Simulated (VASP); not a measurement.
# HC6 in VASP: a series of runs

The runs below take HC6 through single point, with PBE.

Everything below comes from runs of VASP 6.6.1. Logs are shortened: lines on timing, memory, paths and dates and some standing lists are left out, and cuts for length are marked.

## Step 1: The cell of the first run

The cell holds a wire or tube with vacuum around it, 14 atoms: a = 4.933 Å, b = 8.522 Å, c = 22.942 Å, α = 90.00°, β = 90.00°, γ = 90.00°.

## Step 2: Single point, PBE

INCAR reads:

```
  ALGO = Normal
  DIPOL = 0.5 0.5 0.309
  EDIFF = 1E-7
  ENCUT = 520
  GGA = PE
  IDIPOL = 3
  ISIF = 2
  ISMEAR = 0
  LASPH = True
  LCHARG = False
  LDIPOL = True
  LREAL = False
  LWAVE = False
  NBANDS = 38
  NELM = 60
  PREC = Accurate
  SIGMA = 0.1
```

KPOINTS reads:

```
k-points
0
Gamma
  6 3 1
```

POSCAR reads:

```
HC6
1.0
    4.9326910638      0.0000000000      0.0000000000
    0.0000000000      8.5222964205      0.0000000000
    0.0000000000      0.0000000000     22.9416055954
C H
12 2
Direct
    0.0000000000      0.0000000000      0.1743557130
    0.5000000000      0.0000000000      0.1743557130
    0.2500000000      0.0000000000      0.2053898368
    0.7500000000      0.0000000000      0.2053898368
    0.2500000000      0.0000000000      0.2674580844
    0.7500000000      0.0000000000      0.2674580844
    0.0000000000      0.0000000000      0.2977124344
    0.5000000000      0.0000000000      0.2977124344
    0.0000000000      0.0000000000      0.3626190265
    0.5000000000      0.0000000000      0.3626190265
    0.2500000000      0.0000000000      0.3897550046
    0.7500000000      0.0000000000      0.3897550046
    0.1568459804      0.0000000000      0.4651638505
    0.3431540196      0.0000000000      0.4651638505
```

Potentials or basis: VASP PAW PBE potentials, release 64 (C, H).

Started as:

```bash
$ cat potpaw_PBE.64/C/POTCAR potpaw_PBE.64/H/POTCAR > POTCAR
$ mpirun -np 1 vasp_std > vasp.out
```

OUTCAR:

```text
EDIFF = 1E-7
   ENCUT = 520
   GGA = PE
   ISIF = 2
   ISMEAR = 0
   LASPH = True
   LREAL = False
   NELM = 60
   PREC = Accurate

 ion  position               nearest neighbor table
   1  0.000  0.000  0.174-   3 1.42   4 1.42
   2  0.500  0.000  0.174-   3 1.42   4 1.42
   3  0.250  0.000  0.205-   5 1.42   2 1.42   1 1.42
   4  0.750  0.000  0.205-   6 1.42   2 1.42   1 1.42
   5  0.250  0.000  0.267-   7 1.42   8 1.42   3 1.42
   6  0.750  0.000  0.267-   7 1.42   8 1.42   4 1.42
   7  0.000  0.000  0.298-   5 1.42   6 1.42   9 1.49
   8  0.500  0.000  0.298-   5 1.42   6 1.42  10 1.49
   9  0.000  0.000  0.363-  11 1.38  12 1.38   7 1.49
  10  0.500  0.000  0.363-  11 1.38  12 1.38   8 1.49
  11  0.250  0.000  0.390-   9 1.38  10 1.38
  12  0.750  0.000  0.390-   9 1.38  10 1.38
  13  0.157  0.000  0.465-
  14  0.343  0.000  0.465-

  LATTYP: Found a simple orthorhombic cell.
 ALAT       =     4.9326910638
 B/A-ratio  =     1.7277174488
 C/A-ratio  =     4.6509309622

  Lattice vectors:

 A1 = (   4.9326910638,   0.0000000000,   0.0000000000)
 A2 = (   0.0000000000,   8.5222964205,   0.0000000000)
 A3 = (   0.0000000000,   0.0000000000,  22.9416055954)

Analysis of symmetry for initial positions (statically):
=====================================================================
 Subroutine PRICEL returns:
 Original cell was already a primitive cell.

 Routine SETGRP: Setting up the symmetry group for a
 simple orthorhombic supercell.

 Subroutine GETGRP returns: Found  4 space group operations
 (whereof  2 operations were pure point group operations)
 out of a pool of  8 trial point group operations.

The static configuration has the point symmetry C_1h.
 The point group associated with its full space group is C_2v.

Analysis of symmetry for dynamics (positions and initial velocities):
=====================================================================
 Subroutine PRICEL returns:
 Original cell was already a primitive cell.

 Routine SETGRP: Setting up the symmetry group for a
 simple orthorhombic supercell.

 Subroutine GETGRP returns: Found  4 space group operations
 (whereof  2 operations were pure point group operations)
 out of a pool of  8 trial point group operations.

The dynamic configuration has the point symmetry C_1h.
 The point group associated with its full space group is C_2v.

 Subroutine INISYM returns: Found  4 space group operations
 (whereof  2 operations are pure point group operations),
 and found     1 'primitive' translations

----------------------------------------------------------------------------------------

                                     Primitive cell

  volume of cell :     964.4159

  direct lattice vectors                    reciprocal lattice vectors
     4.932691064  0.000000000  0.000000000     0.202729096  0.000000000  0.000000000
     0.000000000  8.522296421  0.000000000     0.000000000  0.117339265  0.000000000
     0.000000000  0.000000000 22.941605595     0.000000000  0.000000000  0.043588928

  length of vectors
     4.932691064  8.522296421 22.941605595     0.202729096  0.117339265  0.043588928

  position of ions in fractional coordinates (direct lattice)
     0.000000000  0.000000000  0.174355713
     0.500000000  0.000000000  0.174355713
     0.250000000  0.000000000  0.205389837
     0.750000000  0.000000000  0.205389837
     0.250000000  0.000000000  0.267458084
     0.750000000  0.000000000  0.267458084
     0.000000000  0.000000000  0.297712434
     0.500000000  0.000000000  0.297712434
     0.000000000  0.000000000  0.362619026
     0.500000000  0.000000000  0.362619026
     0.250000000  0.000000000  0.389755005
     0.750000000  0.000000000  0.389755005
     0.156845980  0.000000000  0.465163850
     0.343154020  0.000000000  0.465163850

  ion indices of the primitive-cell ions
   primitive index   ion index
                 1           1
                 2           2
[... 25 lines left out ...]
     0.000000000  0.039113088  0.000000000     0.000000000  0.333333333  0.000000000
     0.000000000  0.000000000  0.043588928     0.000000000  0.000000000  1.000000000

  Length of vectors
     0.033788183  0.039113088  0.043588928

  Shift w.r.t. Gamma in fractional coordinates (k-lattice)
     0.000000000  0.000000000  0.000000000

 Subroutine IBZKPT returns following result:
 ===========================================

 Found      8 irreducible k-points:

 Following reciprocal coordinates:
            Coordinates               Weight
  0.000000  0.000000  0.000000      1.000000
  0.166667  0.000000  0.000000      2.000000
  0.333333  0.000000  0.000000      2.000000
  0.500000  0.000000  0.000000      1.000000
  0.000000  0.333333  0.000000      2.000000
  0.166667  0.333333  0.000000      4.000000
  0.333333  0.333333  0.000000      4.000000
  0.500000  0.333333  0.000000      2.000000
   k-points           NKPTS =      8   k-points in BZ     NKDIM =      8   number of bands    NBANDS=     38
   number of dos      NEDOS =    301   number of ions     NIONS =     14
   total plane-waves  NPLWV = 460800
   dimension x,y,z NGX =    40 NGY =   64 NGZ =  180
   dimension x,y,z NGXF=    80 NGYF=  128 NGZF=  360
   ions per type =              12   2
   NGX,Y,Z   is equivalent  to a cutoff of  13.48, 12.48, 13.04 a.u.
   NGXF,Y,Z  is equivalent  to a cutoff of  26.96, 24.97, 26.09 a.u.
 SYSTEM =  unknown system
   PREC   = accura    normal or accurate (medium, high low for compatibility)
   ISTART =      0    job   : 0-new  1-cont  2-samecut
   ICHARG =      2    charge: 1-file 2-atom 10-const
   ISPIN  =      1    spin polarized calculation?
   LNONCOLLINEAR =      F non collinear calculations
   LSORBIT =      F    spin-orbit coupling
   LASPH  =      T    aspherical Exc in radial PAW
   ENCUT  =  520.0 eV  38.22 Ry    6.18 a.u.   9.17 15.85 42.66*2*pi/ulx,y,z
   NELM   =     60;   NELMIN=  2; NELMDL= -5     # of ELM steps
   EDIFF  = 0.1E-06   stopping-criterion for ELM
   LREAL  =      F    real-space projection
   EDIFFG = 0.1E-05   stopping-criterion for IOM
   NSW    =      0    number of steps for IOM
   IBRION =     -1    ionic relax: 0-MD 1-quasi-New 2-CG
   NFREE  =      0    steps in history (QN), initial steepest desc. (CG)
   ISIF   =      2    stress and relaxation
   ISYM   =      2    0-nonsym 1-usesym 2-fastsym
   POTIM  = 0.5000    time-step for ionic-motion
   TEBEG  =    0.0;   TEEND  =   0.0 temperature during run
   PSTRESS=    0.0 pullay stress
   NELECT =      50.0000    total number of electrons
   NUPDOWN=      -1.0000    fix difference up-down
   EMIN   =  10.00;   EMAX   =-10.00  energy-range for DOS
   EFERMI =   0.00;   METHOD = LEGACY
   ISMEAR =     0;   SIGMA  =   0.10  broadening in eV -4-tet -1-fermi 0-gaus
   EFERMI_NEDOS =   21; number of points for ismear=-14 and -15
   IALGO  =     38    algorithm
   IMIX   =      4    mixing-type and parameters
     AMIX     =   0.40;   BMIX     =  1.00
     AMIX_MAG =   1.60;   BMIX_MAG =  1.00
  volume/ion in A,a.u.               =      68.89       464.87
  Fermi-wavevector in a.u.,A,eV,Ry     =   0.610441  1.153565  5.070043  0.372638
  Thomas-Fermi vector in A             =   1.666002
   LORBIT       =      0    0 simple, 1 ext, 2 COOP (PROOUT), +10 PAW based schemes
   GGA     = PE    functional components
   LHFCALC =     F    Hartree Fock is set to
   AEXX    =    0.0000 exact exchange contribution
   IVDW    =     0    specifies the selected vdW correction
   LEPSILON=     F    determine dielectric tensor
   LRPA    =     F    only Hartree local field effects (RPA)
 non-spin polarized calculation
 Gauss-broadening in eV      SIGMA  =   0.10
  energy-cutoff  :      520.00
  volume of cell :      964.42
 maximum number of plane-waves:     25994
 NGX is ok and might be reduce to    40
   NGX = 19   NGY = 31   NGZ = 85

 dipolmoment           0.000000      0.000000      0.156576 electrons x Angstroem

 number of electron      50.0000004 magnetization

 dipolmoment           0.000000      0.000000     -0.399161 electrons x Angstroem

 Free energy of the ion-electron system (eV)
  ---------------------------------------------------
  ext. energy  EPLUGINS =         0.00000000
  ---------------------------------------------------
  free energy    TOTEN  =      -104.24785605 eV

  energy without entropy =     -104.16480183  energy(sigma->0) =     -104.20632894

 E-fermi :  -4.1800     XC(G=0):  -1.9782

 val. band max:       -4.1928047674   @ k =   0.5000   0.3333   0.0000
 cond. band min:      -4.1718172954   @ k =   0.5000   0.0000   0.0000
 fundamental gap:      0.0209874720
 Fermi energy:        -4.1799936781

 k-point     1 :       0.0000    0.0000    0.0000
  band No.  band energies     occupation
      1     -23.0141      2.00000
      2     -21.3876      2.00000
      3     -19.0347      2.00000
      4     -18.8645      2.00000
      5     -18.7717      2.00000
      6     -17.2904      2.00000
[... 309 lines left out ...]
     36       2.0789      0.00000
     37       2.1089      0.00000
 [bands above 37 left out]

------------------------ aborting loop because EDIFF is reached ----------------------------------------

 vacuum level on the upper side and lower side of the slab       (xc-potential included)        -0.862         0.819

  FORCE on cell =-STRESS in cart. coord.  units (eV):
  Direction    XX          YY          ZZ          XY          YZ          ZX
  --------------------------------------------------------------------------------------
  -------------------------------------------------------------------------------------
  Total       -1.9979876     -0.0629378      0.8828124      0.0000000      0.0000000      0.0000000
  in kB       -3.3192427     -0.1045581      1.4666101      0.0000000      0.0000000      0.0000000
  external PRESSURE =      -0.6523969 kB  Pullay stress =       0.0000000 kB

 VOLUME and BASIS-vectors are now :
 -----------------------------------------------------------------------------
  energy-cutoff  :      520.00
  volume of cell :      964.42
      direct lattice vectors                 reciprocal lattice vectors
     4.932691064  0.000000000  0.000000000     0.202729096  0.000000000  0.000000000
     0.000000000  8.522296421  0.000000000     0.000000000  0.117339265  0.000000000
     0.000000000  0.000000000 22.941605595     0.000000000  0.000000000  0.043588928

 POSITION                                       TOTAL-FORCE (eV/Angst)
 -----------------------------------------------------------------------------------
      0.00000      0.00000      4.00000        -0.247521      0.000000      1.543571
      2.46635      0.00000      4.00000         0.247521      0.000000      1.543571
      1.23317      0.00000      4.71197         0.000000      0.000000     -3.178014
      3.69952      0.00000      4.71197         0.000000      0.000000     -2.722956
      1.23317      0.00000      6.13592         0.000000      0.000000      1.054166
      3.69952      0.00000      6.13592         0.000000      0.000000      1.412721
      0.00000      0.00000      6.83000         0.371483      0.000000      0.398243
      2.46635      0.00000      6.83000        -0.371483      0.000000      0.398243
      0.00000      0.00000      8.31906        -0.455437      0.000000     -0.256503
      2.46635      0.00000      8.31906         0.455437      0.000000     -0.256503
      1.23317      0.00000      8.94161         0.000000      0.000000     -1.673083
      3.69952      0.00000      8.94161         0.000000      0.000000      1.994124
      0.77367      0.00000     10.67161         1.919678      0.000000     -0.128790
      1.69267      0.00000     10.67161        -1.919678      0.000000     -0.128790
 -----------------------------------------------------------------------------------
    total drift:                                0.000000     -0.000000      0.000231

  FREE ENERGIE OF THE ION-ELECTRON SYSTEM (eV)
  ---------------------------------------------------
  free  energy   TOTEN  =      -104.2478560458 eV

  energy  without entropy=     -104.1648018315  energy(sigma->0) =     -104.20632894

 vacuum level on the upper side and lower side of the slab         0.352         2.073
```

Run time: 12 min. Hardware: 1 thread of Intel Xeon 6975P-C (Granite Rapids), shared host; peak memory 0.92 GiB.

What came out:

- Free energy: -104.2479 eV
- Largest force: 3.178 eV/Å
- Band gap on the k mesh: 0.02 eV

Forces on the atoms (eV/Å):
```
C   -0.248  0.000  1.544
C    0.248  0.000  1.544
C    0.000  0.000 -3.178
C    0.000  0.000 -2.723
C    0.000  0.000  1.054
C    0.000  0.000  1.413
C    0.371  0.000  0.398
C   -0.371  0.000  0.398
C   -0.455  0.000 -0.257
C    0.455  0.000 -0.257
C    0.000  0.000 -1.673
C    0.000  0.000  1.994
H    1.920  0.000 -0.129
H   -1.920  0.000 -0.129
```

Levels at points of the mesh, in eV from the valence-band top:
| k point | band 22 | band 23 | band 24 | band 25 | band 26 | band 27 | band 28 | band 29 |
| --- | --- | --- | --- | --- | --- | --- | --- | --- |
| (0.00, 0.00, 0.00) | -2.16 | -0.77 | -0.25 | -0.10 | 0.06 | 0.96 | 1.00 | 2.13 |
| (0.50, 0.00, 0.00) | -1.87 | -1.69 | -0.31 | 0.00 | 0.02 | 0.33 | 2.65 | 2.91 |

## Step 3: Single point, PBE

INCAR reads:

```
PREC = Accurate
ENCUT = 520
EDIFF = 1E-6
ISMEAR = 0
SIGMA = 0.1
LREAL = False
LASPH = True
NELM = 100
ALGO = Normal
ISIF = 2
LWAVE = False
LCHARG = False
LDIPOL = True
IDIPOL = 3
DIPOL = 0.5 0.5 0.314
GGA = PE
NBANDS = 38
```

KPOINTS reads:

```
regular mesh
0
Gamma
  6 3 1
```

Edit POSCAR of step 2 so:

```diff
@@ -20,3 +20,3 @@
     0.7500000000      0.0000000000      0.3897550046
-    0.1568459804      0.0000000000      0.4651638505
-    0.3431540196      0.0000000000      0.4651638505
+    0.1302884688      0.0000000000      0.5030862181
+    0.3697115312      0.0000000000      0.5030862181
```

Potentials or basis: VASP PAW PBE potentials, release 64 (C, H).

Started as:

```bash
$ cat potpaw_PBE.64/C/POTCAR potpaw_PBE.64/H/POTCAR > POTCAR
$ mpirun -np 1 vasp_std > vasp.out
```

Wall time 7.7 min (1 thread of AMD EPYC 9R45 (Zen 5), shared host); peak memory 0.93 GiB.

The run converged. Its results:

- Free energy: -103.2141 eV
- Largest force: 4.396 eV/Å
- Band gap on the k mesh: 0.06 eV

Forces in eV/Å, atoms in the order of the input:
```
C   -0.048  0.000  1.633
C    0.048  0.000  1.633
C    0.000  0.000 -3.234
C    0.000  0.000 -3.148
C    0.000  0.000  1.449
C    0.000  0.000  1.496
C    0.082  0.000  0.075
C   -0.082  0.000  0.075
C   -0.038  0.000 -0.023
C    0.038  0.000 -0.023
C    0.000  0.000 -0.411
C    0.000  0.000  0.597
H    4.395  0.000 -0.059
H   -4.395  0.000 -0.059
```

Levels at points of the mesh, in eV from the valence-band top:
```
           k point  band 23  band 24  band 25  band 26  band 27  band 28
(0.00, 0.00, 0.00)    -0.48    -0.24    -0.21     0.56     0.76     1.03
(0.50, 0.00, 0.00)    -1.56    -0.05     0.00     0.06     0.11     3.01
```
